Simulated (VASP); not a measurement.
# C (Im-3m) in VASP: relaxation of cell and atoms with r2SCAN

Aim: the relaxation of cell and atoms of C with r2SCAN.

Program: VASP 6.6.1. These are calculated values, not measurements. Logs are shortened: lines on timing, memory, paths and dates and some standing lists are left out, and cuts for length are marked.

## 1. The cell of the first run

It takes space group Im-3m (No. 229, cubic). Conventional cell: a = 2.365 Å, b = 2.365 Å, c = 2.365 Å, α = 90.00°, β = 90.00°, γ = 90.00°. C (site symmetry m-3m) has 14 C at 2.05 to 2.36 Å within 2.7 Å.

## 2. Relaxation of cell and atoms, r2SCAN

Contents of POSCAR:

```
C
1.0
   -1.1822764843      1.1822764843      1.1822764843
    1.1822764843     -1.1822764843      1.1822764843
    1.1822764843      1.1822764843     -1.1822764843
C
1
Direct
    0.0000000000      0.0000000000      0.0000000000
```

Contents of INCAR.step1:

```
PREC = Accurate ; ENCUT = 600
ISMEAR = 0 ; SIGMA = 0.1
LREAL = F ; LASPH = T
NELM = 60 ; GGA = PE
ALGO = Normal ; EDIFF = 1E-4
LWAVE = T ; LCHARG = F
```

Contents of INCAR.step2:

```
PREC = Accurate ; ENCUT = 600
EDIFF = 1E-7 ; ISMEAR = 0
SIGMA = 0.1 ; LREAL = F
LASPH = T ; NELM = 60
ALGO = Normal ; ISIF = 3
LWAVE = F ; LCHARG = F
METAGGA = R2SCAN ; LMIXTAU = T
IBRION = 2 ; NSW = 100
EDIFFG = -0.01 ; ISTART = 1
```

Contents of KPOINTS:

```
Automatic mesh
0
Gamma
  32 32 32
```

Potentials or basis: VASP PAW PBE potentials, release 64 (C).

Launch:

```sh
cat potpaw_PBE.64/C/POTCAR > POTCAR
cp INCAR.step1 INCAR
mpirun -np 1 vasp_std > vasp.out
cp INCAR.step2 INCAR
mpirun -np 1 vasp_std > vasp.out
```

OUTCAR:

```text
PREC = Accurate
   ENCUT = 600
   EDIFF = 1E-7
   ISMEAR = 0
   LREAL = F
   LASPH = T
   NELM = 60
   ISIF = 3
   METAGGA = R2SCAN
   IBRION = 2
   NSW = 100
   EDIFFG = -0.01
   ISTART = 1

 ion  position               nearest neighbor table
   1  0.000  0.000  0.000-

  LATTYP: Found a body centered cubic cell.
 ALAT       =     2.3645529686

  Lattice vectors:

 A1 = (  -1.1822764843,   1.1822764843,   1.1822764843)
 A2 = (   1.1822764843,  -1.1822764843,   1.1822764843)
 A3 = (   1.1822764843,   1.1822764843,  -1.1822764843)

Analysis of symmetry for initial positions (statically):
=====================================================================
 Subroutine PRICEL returns:
 Original cell was already a primitive cell.

 Routine SETGRP: Setting up the symmetry group for a
 body centered cubic supercell.

 Subroutine GETGRP returns: Found 48 space group operations
 (whereof 48 operations were pure point group operations)
 out of a pool of 48 trial point group operations.

The static configuration has the point symmetry O_h .

Analysis of symmetry for dynamics (positions and initial velocities):
=====================================================================
 Subroutine PRICEL returns:
 Original cell was already a primitive cell.

 Routine SETGRP: Setting up the symmetry group for a
 body centered cubic supercell.

 Subroutine GETGRP returns: Found 48 space group operations
 (whereof 48 operations were pure point group operations)
 out of a pool of 48 trial point group operations.

The dynamic configuration has the point symmetry O_h .

 Subroutine INISYM returns: Found 48 space group operations
 (whereof 48 operations are pure point group operations),
 and found     1 'primitive' translations

----------------------------------------------------------------------------------------

                                     Primitive cell

  volume of cell :       6.6102

  direct lattice vectors                    reciprocal lattice vectors
    -1.182276484  1.182276484  1.182276484     0.000000000  0.422912920  0.422912920
     1.182276484 -1.182276484  1.182276484     0.422912920  0.000000000  0.422912920
     1.182276484  1.182276484 -1.182276484     0.422912920  0.422912920  0.000000000

  length of vectors
     2.047762939  2.047762939  2.047762939     0.598089187  0.598089187  0.598089187

  position of ions in fractional coordinates (direct lattice)
     0.000000000  0.000000000  0.000000000

  ion indices of the primitive-cell ions
   primitive index   ion index
                 1           1

----------------------------------------------------------------------------------------

 KPOINTS: Automatic mesh

Automatic generation of k-mesh.
 Grid dimensions read from file:
 generate k-points for:   32   32   32

 Generating k-lattice:

  Cartesian coordinates                     Fractional coordinates (reciprocal lattice)
     0.000000000  0.013216029  0.013216029     0.031250000  0.000000000  0.000000000
     0.013216029  0.000000000  0.013216029     0.000000000  0.031250000  0.000000000
     0.013216029  0.013216029  0.000000000     0.000000000  0.000000000  0.031250000

  Length of vectors
     0.018690287  0.018690287  0.018690287

  Shift w.r.t. Gamma in fractional coordinates (k-lattice)
     0.000000000  0.000000000  0.000000000

 Subroutine IBZKPT returns following result:
 ===========================================

 Found    897 irreducible k-points:

 Following reciprocal coordinates:
            Coordinates               Weight
  0.000000  0.000000  0.000000      1.000000
  0.031250  0.000000  0.000000     12.000000
  0.062500  0.000000  0.000000     12.000000
  0.093750  0.000000  0.000000     12.000000
  0.125000  0.000000  0.000000     12.000000
  0.156250  0.000000  0.000000     12.000000
[... 16 lines left out ...]
  0.187500  0.031250  0.000000     48.000000
  0.218750  0.031250  0.000000     48.000000
 [... further k-points ...]
   k-points           NKPTS =    897   k-points in BZ     NKDIM =    897   number of bands    NBANDS=      6
   number of dos      NEDOS =    301   number of ions     NIONS =      1
   total plane-waves  NPLWV =   4096
   dimension x,y,z NGX =    16 NGY =   16 NGZ =   16
   dimension x,y,z NGXF=    32 NGYF=   32 NGZF=   32
   ions per type =               1
   NGX,Y,Z   is equivalent  to a cutoff of  12.99, 12.99, 12.99 a.u.
   NGXF,Y,Z  is equivalent  to a cutoff of  25.98, 25.98, 25.98 a.u.
 SYSTEM =  unknown system
   PREC   = accura    normal or accurate (medium, high low for compatibility)
   ISTART =      1    job   : 0-new  1-cont  2-samecut
   ICHARG =      0    charge: 1-file 2-atom 10-const
   ISPIN  =      1    spin polarized calculation?
   LNONCOLLINEAR =      F non collinear calculations
   LSORBIT =      F    spin-orbit coupling
   LASPH  =      T    aspherical Exc in radial PAW
   ENCUT  =  600.0 eV  44.10 Ry    6.64 a.u.   4.09  4.09  4.09*2*pi/ulx,y,z
   NELM   =     60;   NELMIN=  2; NELMDL=  0     # of ELM steps
   EDIFF  = 0.1E-06   stopping-criterion for ELM
   LREAL  =      F    real-space projection
   EDIFFG = -.1E-01   stopping-criterion for IOM
   NSW    =    100    number of steps for IOM
   IBRION =      2    ionic relax: 0-MD 1-quasi-New 2-CG
   NFREE  =      1    steps in history (QN), initial steepest desc. (CG)
   ISIF   =      3    stress and relaxation
   ISYM   =      2    0-nonsym 1-usesym 2-fastsym
   POTIM  = 0.5000    time-step for ionic-motion
   TEBEG  =    0.0;   TEEND  =   0.0 temperature during run
   PSTRESS=    0.0 pullay stress
   NELECT =       4.0000    total number of electrons
   NUPDOWN=      -1.0000    fix difference up-down
   EMIN   =  10.00;   EMAX   =-10.00  energy-range for DOS
   EFERMI =   0.00;   METHOD = LEGACY
   ISMEAR =     0;   SIGMA  =   0.10  broadening in eV -4-tet -1-fermi 0-gaus
   EFERMI_NEDOS =   21; number of points for ismear=-14 and -15
   IALGO  =     38    algorithm
   IMIX   =      4    mixing-type and parameters
     AMIX     =   0.40;   BMIX     =  1.00
     AMIX_MAG =   1.60;   BMIX_MAG =  1.00
  volume/ion in A,a.u.               =       6.61        44.61
  Fermi-wavevector in a.u.,A,eV,Ry     =   1.384700  2.616704 26.087741  1.917395
  Thomas-Fermi vector in A             =   2.509180
   LORBIT       =      0    0 simple, 1 ext, 2 COOP (PROOUT), +10 PAW based schemes
   METAGGA = R2SCAN    functional components
   LHFCALC =     F    Hartree Fock is set to
   AEXX    =    0.0000 exact exchange contribution
   IVDW    =     0    specifies the selected vdW correction
   LEPSILON=     F    determine dielectric tensor
   LRPA    =     F    only Hartree local field effects (RPA)
 conjugate gradient relaxation of ions
 non-spin polarized calculation
 Gauss-broadening in eV      SIGMA  =   0.10
  energy-cutoff  :      600.00
  volume of cell :        6.61
 maximum number of plane-waves:       236
   NGX =  9   NGY =  9   NGZ =  9

--------------------------------------- Ionic step        1  -------------------------------------------

 number of electron       4.0000000 magnetization

 Free energy of the ion-electron system (eV)
  ---------------------------------------------------
  ext. energy  EPLUGINS =         0.00000000
  ---------------------------------------------------
  free energy    TOTEN  =        -5.33718065 eV

  energy without entropy =       -5.33527338  energy(sigma->0) =       -5.33622701

------------------------ aborting loop because EDIFF is reached ----------------------------------------

  FORCE on cell =-STRESS in cart. coord.  units (eV):
  Direction    XX          YY          ZZ          XY          YZ          ZX
  --------------------------------------------------------------------------------------
  -------------------------------------------------------------------------------------
  Total        0.2188265      0.2188265      0.2188265      0.0000000     -0.0000000      0.0000000
  in kB       53.0387574     53.0387574     53.0387574      0.0000000     -0.0000000      0.0000000
  external PRESSURE =      53.0387574 kB  Pullay stress =       0.0000000 kB

 VOLUME and BASIS-vectors are now :
 -----------------------------------------------------------------------------
  energy-cutoff  :      600.00
  volume of cell :        6.61
      direct lattice vectors                 reciprocal lattice vectors
    -1.182276484  1.182276484  1.182276484     0.000000000  0.422912920  0.422912920
     1.182276484 -1.182276484  1.182276484     0.422912920  0.000000000  0.422912920
     1.182276484  1.182276484 -1.182276484     0.422912920  0.422912920  0.000000000
[... 36 lines left out ...]
 POSITION                                       TOTAL-FORCE (eV/Angst)
 -----------------------------------------------------------------------------------
      0.00000      0.00000      2.38952        -0.000000     -0.000000      0.000000
 -----------------------------------------------------------------------------------
    total drift:                               -0.000000     -0.000000      0.000000

  FREE ENERGIE OF THE ION-ELECTRON SYSTEM (eV)
  ---------------------------------------------------
  free  energy   TOTEN  =        -5.3400990257 eV

  energy  without entropy=       -5.3380989250  energy(sigma->0) =       -5.33909898

--------------------------------------- Ionic step        3  -------------------------------------------

 number of electron       4.0000000 magnetization

 Free energy of the ion-electron system (eV)
  ---------------------------------------------------
  ext. energy  EPLUGINS =         0.00000000
  ---------------------------------------------------
  free energy    TOTEN  =        -5.34015950 eV

  energy without entropy =       -5.33817061  energy(sigma->0) =       -5.33916505

 E-fermi :   8.2835     XC(G=0): -14.0743

 val. band max:        8.2739884432   @ k =  -0.3437  -0.4687   0.0313
 cond. band min:       8.2918714702   @ k =  -0.4375   0.4375   0.3125
 fundamental gap:      0.0178830270
 Fermi energy:         8.2835431575

 k-point     1 :       0.0000    0.0000    0.0000
  band No.  band energies     occupation
      1     -12.2557      2.00000
      2      17.9261      0.00000
      3      17.9261      0.00000
      4      17.9261      0.00000
      5      42.5756      0.00000
      6      42.5756      0.00000

 k-point     2 :       0.0312    0.0000    0.0000
  band No.  band energies     occupation
      1     -12.2100      2.00000
      2      17.8088      0.00000
      3      17.8590      0.00000
      4      17.9135      0.00000
      5      42.2307      0.00000
      6      42.2977      0.00000
[... 181 lines left out ...]
 k-point    23 :       0.1875    0.0312    0.0000
  band No.  band energies     occupation
      1     -10.2968      2.00000
      2      13.2725      0.00000
      3      15.7387      0.00000
      4      17.3655      0.00000
      5      35.0956      0.00000
      6      36.5577      0.00000

 k-point    24 :       0.2187    0.0312    0.0000
  band No.  band energies     occupation
      1      -9.6621      2.00000
      2      11.9135      0.00000
      3      15.2387      0.00000
      4      17.2243      0.00000
      5      34.1362      0.00000
      6      35.6823      0.00000

 [... further k-points ...]
[... 5 lines left out ...]
  --------------------------------------------------------------------------------------
  -------------------------------------------------------------------------------------
  Total        0.0008164      0.0008164      0.0008164     -0.0000000      0.0000000     -0.0000000
  in kB        0.1925217      0.1925217      0.1925217     -0.0000000      0.0000000     -0.0000000
  external PRESSURE =       0.1925217 kB  Pullay stress =       0.0000000 kB

 VOLUME and BASIS-vectors are now :
 -----------------------------------------------------------------------------
  energy-cutoff  :      600.00
  volume of cell :        6.79
      direct lattice vectors                 reciprocal lattice vectors
    -1.193159865  1.193159865  1.193159865     0.000000000  0.419055329  0.419055329
     1.193159865 -1.193159865  1.193159865     0.419055329  0.000000000  0.419055329
     1.193159865  1.193159865 -1.193159865     0.419055329  0.419055329  0.000000000

 POSITION                                       TOTAL-FORCE (eV/Angst)
 -----------------------------------------------------------------------------------
      0.00000      0.00000      0.00000         0.000000      0.000000      0.000000
 -----------------------------------------------------------------------------------
    total drift:                               -0.000000     -0.000000      0.000000

  FREE ENERGIE OF THE ION-ELECTRON SYSTEM (eV)
  ---------------------------------------------------
  free  energy   TOTEN  =        -5.3401595011 eV

  energy  without entropy=       -5.3381706060  energy(sigma->0) =       -5.33916505

 reached required accuracy - stopping structural energy minimisation
```

It took 55 s on 1 thread of Intel Xeon 6975P-C (Granite Rapids), shared host; peak memory 0.14 GiB.

What came out:

| Property | Result |
| --- | --- |
| Free energy | -5.3402 eV |
| Relaxed volume | 6.79 Å³/atom |
| Relaxed cell | a = 2.067 Å, b = 2.067 Å, c = 2.067 Å, α = 109.47°, β = 109.47°, γ = 109.47° |
| Space group after relaxing (to 0.1 Å) | Im-3m (No. 229) |
| Energy gained by relaxing | 3.0 meV/atom |
| Ionic steps | 3 |
| Pressure after relaxing | 0.0 GPa |
| Band gap on the k mesh | zero (bands 2 and 3 overlap by 14.77 eV) |

Step by step:
| step | energy change (eV) | largest force (eV/Å) | pressure (GPa) | volume (Å³) |
| --- | --- | --- | --- | --- |
| 1 | 0.0000 | 0.0000 | 5.30 | 6.61 |
| 2 | -0.0029 | 0.0000 | -0.72 | 6.82 |
| 3 | -0.0030 | 0.0000 | 0.02 | 6.79 |

Final structure:
```xyz
1
Lattice="-1.1932 1.1932 1.1932 1.1932 -1.1932 1.1932 1.1932 1.1932 -1.1932" Properties=species:S:1:pos:R:3 pbc="T T T"
C     0.0000    0.0000    0.0000
```

Caveat: the PAW data sets were made with another functional, which shifts forces and pressure a little.
